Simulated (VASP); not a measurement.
A run of VASP 6.6.1:

The input POSCAR:

```
W
1.0
   -1.6214782200      1.6214782200      1.6214782200
    1.6214782200     -1.6214782200      1.6214782200
    1.6214782200      1.6214782200     -1.6214782200
W
1
Direct
    0.0000000000      0.0000000000      0.0000000000
```

Contents of INCAR.step1:

```
SYSTEM = W
PREC = Accurate ; ENCUT = 520
ISMEAR = 1 ; SIGMA = 0.2906
LREAL = .FALSE. ; LASPH = .TRUE.
NELM = 100 ; NBANDS = 13
GGA = PE ; ALGO = Normal
EDIFF = 1E-4 ; LWAVE = .TRUE.
LCHARG = .FALSE.
```

Contents of INCAR.step2:

```
SYSTEM = W
PREC = Accurate ; ENCUT = 520
EDIFF = 1E-6 ; ISMEAR = 1
SIGMA = 0.2906 ; LREAL = .FALSE.
LASPH = .TRUE. ; NELM = 100
ALGO = Normal ; ISIF = 2
LWAVE = .FALSE. ; LCHARG = .FALSE.
METAGGA = R2SCAN ; LMIXTAU = .TRUE.
NBANDS = 13 ; ISTART = 1
```

Contents of KPOINTS:

```
regular mesh
0
G
  14 14 14
  0 0 0
```

Potentials or basis: VASP PAW PBE potentials, release 64 (W_sv).

Launch:

```sh
$ cat potpaw_PBE.64/W_sv/POTCAR > POTCAR
$ cp INCAR.step1 INCAR
$ mpirun -np 1 vasp_std > vasp.out
$ cp INCAR.step2 INCAR
$ mpirun -np 1 vasp_std > vasp.out
```

Hardware: 1 thread of Intel(R) Xeon(R) 6975P-C (Granite Rapids), with other jobs on the host.

Q: Estimate the wall time of this run.

A: Run time: 26 s on 1 thread of Intel(R) Xeon(R) 6975P-C (Granite Rapids) (shared host), peak memory 0.16 GiB. Counts: k points 104.
